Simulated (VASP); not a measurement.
# Os (Im-3m) in VASP: single point with PBE

Aim: the single point of Os with PBE.

All numbers are computed with VASP 6.6.1; they aren't measurements. Logs are shortened: lines on timing, memory, paths and dates and some standing lists are left out, and cuts for length are marked.

## Step 1: The cell of the first run

The structure is cubic, space group Im-3m (No. 229). The conventional cell has a = 3.094 Å, b = 3.094 Å, c = 3.094 Å, α = 90.00°, β = 90.00°, γ = 90.00°. Os (site symmetry m-3m) has 14 Os at 2.68 to 3.09 Å within 3.5 Å.

## Step 2: Single point, PBE, non-collinear spin, zero start, spin-orbit coupling

File INCAR:

```
SYSTEM = Os
PREC = Accurate
ENCUT = 520
EDIFF = 1E-6
ISMEAR = 0
SIGMA = 0.05
LREAL = .FALSE.
LASPH = .TRUE.
NELM = 150
ALGO = Normal
ISIF = 2
LWAVE = .FALSE.
LCHARG = .FALSE.
MAGMOM = 0 0 0
LORBIT = 11
LSORBIT = .TRUE.
GGA_COMPAT = .FALSE.
LORBMOM = .TRUE.
LMAXMIX = 4
GGA = PE
NBANDS = 19
```

File KPOINTS:

```
regular mesh
0
G
  18 18 18
  0 0 0
```

File POSCAR:

```
Os
1.0
   -1.5470431196      1.5470431196      1.5470431196
    1.5470431196     -1.5470431196      1.5470431196
    1.5470431196      1.5470431196     -1.5470431196
Os
1
Direct
    0.0000000000      0.0000000000      0.0000000000
```

Potentials or basis: VASP PAW PBE potentials, release 64 (Os).

Launch:

```sh
cat potpaw_PBE.64/Os/POTCAR > POTCAR
mpirun -np 1 vasp_ncl > vasp.out
```

OUTCAR:

```text
SYSTEM = Os
   PREC = Accurate
   ENCUT = 520
   EDIFF = 1E-6
   ISMEAR = 0
   LREAL = .FALSE.
   LASPH = .TRUE.
   NELM = 150
   ISIF = 2
   LORBIT = 11
   LSORBIT = .TRUE.
   GGA = PE

 ion  position               nearest neighbor table
   1  0.000  0.000  0.000-

  LATTYP: Found a body centered cubic cell.
 ALAT       =     3.0940862392

  Lattice vectors:

 A1 = (  -1.5470431196,   1.5470431196,   1.5470431196)
 A2 = (   1.5470431196,  -1.5470431196,   1.5470431196)
 A3 = (   1.5470431196,   1.5470431196,  -1.5470431196)

Analysis of symmetry for initial positions (statically):
=====================================================================
 Subroutine PRICEL returns:
 Original cell was already a primitive cell.

 Routine SETGRP: Setting up the symmetry group for a
 body centered cubic supercell.

 Subroutine GETGRP returns: Found 48 space group operations
 (whereof 48 operations were pure point group operations)
 out of a pool of 48 trial point group operations.

The static configuration has the point symmetry O_h .

Analysis of symmetry for dynamics (positions and initial velocities):
=====================================================================
 Subroutine PRICEL returns:
 Original cell was already a primitive cell.

 Routine SETGRP: Setting up the symmetry group for a
 body centered cubic supercell.

 Subroutine GETGRP returns: Found 48 space group operations
 (whereof 48 operations were pure point group operations)
 out of a pool of 48 trial point group operations.

The dynamic configuration has the point symmetry O_h .

Analysis of structural, dynamic, and magnetic symmetry:
=====================================================================
 Subroutine PRICEL returns:
 Original cell was already a primitive cell.

 Routine SETGRP: Setting up the symmetry group for a
 body centered cubic supercell.

 Subroutine GETGRP returns: Found 48 space group operations
 (whereof 48 operations were pure point group operations)
 out of a pool of 48 trial point group operations.

The overall configuration has the point symmetry O_h .

 Subroutine INISYM returns: Found 48 space group operations
 (whereof 48 operations are pure point group operations),
 and found     1 'primitive' translations

----------------------------------------------------------------------------------------

                                     Primitive cell

  volume of cell :      14.8104

  direct lattice vectors                    reciprocal lattice vectors
    -1.547043120  1.547043120  1.547043120     0.000000000  0.323197197  0.323197197
     1.547043120 -1.547043120  1.547043120     0.323197197  0.000000000  0.323197197
     1.547043120  1.547043120 -1.547043120     0.323197197  0.323197197  0.000000000

  length of vectors
     2.679557285  2.679557285  2.679557285     0.457069859  0.457069859  0.457069859

  position of ions in fractional coordinates (direct lattice)
     0.000000000  0.000000000  0.000000000

  ion indices of the primitive-cell ions
   primitive index   ion index
                 1           1

----------------------------------------------------------------------------------------

 KPOINTS: regular mesh

Automatic generation of k-mesh.
 Grid dimensions read from file:
 generate k-points for:   18   18   18

 Generating k-lattice:

  Cartesian coordinates                     Fractional coordinates (reciprocal lattice)
     0.000000000  0.017955400  0.017955400     0.055555556  0.000000000  0.000000000
     0.017955400  0.000000000  0.017955400     0.000000000  0.055555556  0.000000000
     0.017955400  0.017955400  0.000000000     0.000000000  0.000000000  0.055555556

  Length of vectors
     0.025392770  0.025392770  0.025392770

  Shift w.r.t. Gamma in fractional coordinates (k-lattice)
     0.000000000  0.000000000  0.000000000

 Subroutine IBZKPT returns following result:
 ===========================================

 Found    195 irreducible k-points:

 Following reciprocal coordinates:
            Coordinates               Weight
  0.000000  0.000000  0.000000      1.000000
  0.055556  0.000000  0.000000     12.000000
  0.111111  0.000000  0.000000     12.000000
  0.166667  0.000000  0.000000     12.000000
  0.222222  0.000000  0.000000     12.000000
  0.277778  0.000000  0.000000     12.000000
[... 16 lines left out ...]
  0.333333  0.111111  0.000000     48.000000
  0.388889  0.111111  0.000000     48.000000
 [... further k-points ...]
   k-points           NKPTS =    195   k-points in BZ     NKDIM =    195   number of bands    NBANDS=     19
   number of dos      NEDOS =    301   number of ions     NIONS =      1
   total plane-waves  NPLWV =   8000
   dimension x,y,z NGX =    20 NGY =   20 NGZ =   20
   dimension x,y,z NGXF=    40 NGYF=   40 NGZF=   40
   ions per type =               1
   NGX,Y,Z   is equivalent  to a cutoff of  12.41, 12.41, 12.41 a.u.
   NGXF,Y,Z  is equivalent  to a cutoff of  24.82, 24.82, 24.82 a.u.
 SYSTEM =  Os
   PREC   = accura    normal or accurate (medium, high low for compatibility)
   ISTART =      0    job   : 0-new  1-cont  2-samecut
   ICHARG =      2    charge: 1-file 2-atom 10-const
   ISPIN  =      1    spin polarized calculation?
   LNONCOLLINEAR =      T non collinear calculations
   LSORBIT =      T    spin-orbit coupling
   LASPH  =      T    aspherical Exc in radial PAW
   ENCUT  =  520.0 eV  38.22 Ry    6.18 a.u.   4.98  4.98  4.98*2*pi/ulx,y,z
   NELM   =    150;   NELMIN=  2; NELMDL= -5     # of ELM steps
   EDIFF  = 0.1E-05   stopping-criterion for ELM
   LREAL  =      F    real-space projection
   EDIFFG = 0.1E-04   stopping-criterion for IOM
   NSW    =      0    number of steps for IOM
   IBRION =     -1    ionic relax: 0-MD 1-quasi-New 2-CG
   NFREE  =      0    steps in history (QN), initial steepest desc. (CG)
   ISIF   =      2    stress and relaxation
   ISYM   =      2    0-nonsym 1-usesym 2-fastsym
   POTIM  = 0.5000    time-step for ionic-motion
   TEBEG  =    0.0;   TEEND  =   0.0 temperature during run
   PSTRESS=    0.0 pullay stress
   NELECT =       8.0000    total number of electrons
   NUPDOWN=      -1.0000    fix difference up-down
   EMIN   =  10.00;   EMAX   =-10.00  energy-range for DOS
   EFERMI =   0.00;   METHOD = LEGACY
   ISMEAR =     0;   SIGMA  =   0.05  broadening in eV -4-tet -1-fermi 0-gaus
   EFERMI_NEDOS =   21; number of points for ismear=-14 and -15
   IALGO  =     38    algorithm
   IMIX   =      4    mixing-type and parameters
     AMIX     =   0.40;   BMIX     =  1.00
     AMIX_MAG =   1.60;   BMIX_MAG =  1.00
  volume/ion in A,a.u.               =      14.81        99.95
  Fermi-wavevector in a.u.,A,eV,Ry     =   1.333263  2.519501 24.185574  1.777590
  Thomas-Fermi vector in A             =   2.462134
   LORBIT       =     11    0 simple, 1 ext, 2 COOP (PROOUT), +10 PAW based schemes
   GGA     = PE    functional components
   LHFCALC =     F    Hartree Fock is set to
   AEXX    =    0.0000 exact exchange contribution
   IVDW    =     0    specifies the selected vdW correction
   LEPSILON=     F    determine dielectric tensor
   LRPA    =     F    only Hartree local field effects (RPA)
 Gauss-broadening in eV      SIGMA  =   0.05
  energy-cutoff  :      520.00
  volume of cell :       14.81
 maximum number of plane-waves:       836
   NGX =  9   NGY =  9   NGZ =  9

 number of electron       8.0000000 magnetization       0.0000000      0.0000000      0.0000000

 number of electron       7.9999998 magnetization      -0.0000000      0.0000000      0.0000000

 number of electron       7.9999998 magnetization       0.0000000     -0.0000000     -0.0000000

 Free energy of the ion-electron system (eV)
  ---------------------------------------------------
  ext. energy  EPLUGINS =         0.00000000
  ---------------------------------------------------
  free energy    TOTEN  =       -10.73797297 eV

  energy without entropy =      -10.73673385  energy(sigma->0) =      -10.73735341

 E-fermi :   8.9149     XC(G=0): -13.7146

 val. band max:        8.8852148901   @ k =   0.3889   0.1667   0.0556
 cond. band min:       8.9195417611   @ k =   0.2222   0.1667   0.1111
 fundamental gap:      0.0343268710
 Fermi energy:         8.9149012133

 k-point     1 :       0.0000    0.0000    0.0000
  band No.  band energies     occupation
      1      -1.7953      1.00000
      2      -1.7953      1.00000
      3       5.3763      1.00000
      4       5.3763      1.00000
      5       5.3763      1.00000
      6       5.3763      1.00000
[... 11 lines left out ...]
     18      25.0983      0.00000
     19      36.4487      0.00000

 k-point     2 :       0.0556    0.0000    0.0000
  band No.  band energies     occupation
      1      -1.6518      1.00000
      2      -1.6518      1.00000
      3       5.3427      1.00000
      4       5.3427      1.00000
      5       5.4284      1.00000
      6       5.4284      1.00000
[... 11 lines left out ...]
     18      25.3544      0.00000
     19      34.5369      0.00000

 k-point     3 :       0.1111    0.0000    0.0000
  band No.  band energies     occupation
      1      -1.2354      1.00000
      2      -1.2354      1.00000
      3       5.2176      1.00000
      4       5.2176      1.00000
      5       5.4725      1.00000
      6       5.4725      1.00000
[... 11 lines left out ...]
     18      26.0291      0.00000
     19      32.6354      0.00000

 k-point     4 :       0.1667    0.0000    0.0000
  band No.  band energies     occupation
      1      -0.5939      1.00000
      2      -0.5939      1.00000
      3       4.9795      1.00000
      4       4.9795      1.00000
      5       5.3999      1.00000
      6       5.3999      1.00000
[... 407 lines left out ...]
     18      27.4803      0.00000
     19      30.7283      0.00000

 k-point    23 :       0.3333    0.1111    0.0000
  band No.  band energies     occupation
      1       1.8085      1.00000
      2       1.8085      1.00000
      3       3.9051      1.00000
      4       3.9051      1.00000
      5       6.1475      1.00000
      6       6.1475      1.00000
[... 11 lines left out ...]
     18      26.2459      0.00000
     19      32.2013      0.00000

 k-point    24 :       0.3889    0.1111    0.0000
  band No.  band energies     occupation
      1       1.7845      1.00000
      2       1.7845      1.00000
      3       3.7777      1.00000
      4       3.7777      1.00000
      5       6.9078      1.00000
      6       6.9078      1.00000
[... 11 lines left out ...]
     18      25.2965      0.00000
     19      32.9697      0.00000

 [... further k-points ...]

------------------------ aborting loop because EDIFF is reached ----------------------------------------

  FORCE on cell =-STRESS in cart. coord.  units (eV):
  Direction    XX          YY          ZZ          XY          YZ          ZX
  --------------------------------------------------------------------------------------
  -------------------------------------------------------------------------------------
  Total        0.0095355      0.0095355      0.0095355      0.0000000      0.0000000     -0.0000000
  in kB        1.0315376      1.0315376      1.0315376      0.0000000      0.0000000     -0.0000000
  external PRESSURE =       1.0315376 kB  Pullay stress =       0.0000000 kB

 VOLUME and BASIS-vectors are now :
 -----------------------------------------------------------------------------
  energy-cutoff  :      520.00
  volume of cell :       14.81
      direct lattice vectors                 reciprocal lattice vectors
    -1.547043120  1.547043120  1.547043120     0.000000000  0.323197197  0.323197197
     1.547043120 -1.547043120  1.547043120     0.323197197  0.000000000  0.323197197
     1.547043120  1.547043120 -1.547043120     0.323197197  0.323197197  0.000000000

 POSITION                                       TOTAL-FORCE (eV/Angst)
 -----------------------------------------------------------------------------------
      0.00000      0.00000      0.00000         0.000000      0.000000     -0.000000
 -----------------------------------------------------------------------------------
    total drift:                                0.000000      0.000000      0.000000

  FREE ENERGIE OF THE ION-ELECTRON SYSTEM (eV)
  ---------------------------------------------------
  free  energy   TOTEN  =       -10.7379729694 eV

  energy  without entropy=      -10.7367338521  energy(sigma->0) =      -10.73735341

 orbital moment (x)

 # of ion     p       d       tot
 ----------------------------------------
  1         0.000  -0.000  -0.000
 ----------------------------------------
            0.000  -0.000  -0.000

 orbital moment (y)

 # of ion     p       d       tot
 ----------------------------------------
  1         0.000  -0.000  -0.000
 ----------------------------------------
            0.000  -0.000  -0.000

 orbital moment (z)

 # of ion     p       d       tot
 ----------------------------------------
  1         0.000   0.000   0.000
 ----------------------------------------
            0.000   0.000   0.000

 Spin-Orbit-Coupling matrix elements

 Ion:    1  E_soc:     -0.7345436
 l=   1
     0.0000000    -0.0398719    -0.0398719
    -0.0398719     0.0000000    -0.0398719
    -0.0398719    -0.0398719     0.0000000
 l=   2
     0.0000000    -0.0102597     0.0000000    -0.0102597    -0.0722924
    -0.0102597     0.0000000    -0.0542193    -0.0102597    -0.0180731
     0.0000000    -0.0542193     0.0000000    -0.0542193     0.0000000
    -0.0102597    -0.0102597    -0.0542193     0.0000000    -0.0180731
    -0.0722924    -0.0180731     0.0000000    -0.0180731     0.0000000
 l=   3
     0.0000000     0.0000000     0.0000000     0.0000000     0.0000000     0.0000000     0.0000000
     0.0000000     0.0000000     0.0000000     0.0000000     0.0000000     0.0000000     0.0000000
     0.0000000     0.0000000     0.0000000     0.0000000     0.0000000     0.0000000     0.0000000
     0.0000000     0.0000000     0.0000000     0.0000000     0.0000000     0.0000000     0.0000000
     0.0000000     0.0000000     0.0000000     0.0000000     0.0000000     0.0000000     0.0000000
     0.0000000     0.0000000     0.0000000     0.0000000     0.0000000     0.0000000     0.0000000
     0.0000000     0.0000000     0.0000000     0.0000000     0.0000000     0.0000000     0.0000000

 total charge

# of ion       s       p       d       tot
------------------------------------------
    1        0.629   0.691   5.953   7.272

 magnetization (x)

# of ion       s       p       d       tot
------------------------------------------
    1       -0.000   0.000  -0.000  -0.000

 magnetization (y)

# of ion       s       p       d       tot
------------------------------------------
    1        0.000   0.000  -0.000  -0.000

 magnetization (z)

# of ion       s       p       d       tot
------------------------------------------
    1        0.000   0.000   0.000   0.000
```

It took 3.1 min on 1 thread of Oxide Virtual Turin-like, shared host; peak memory 0.18 GiB.

Results:

* Free energy: -10.7380 eV
* Pressure: 0.1 GPa
* Net moment: 0.00 μB per cell
* Valence electrons inside the program's atomic spheres: Os 7.27

Moments on the atoms (μB; x, y, z):
```
Os  0.00 0.00 0.00
```
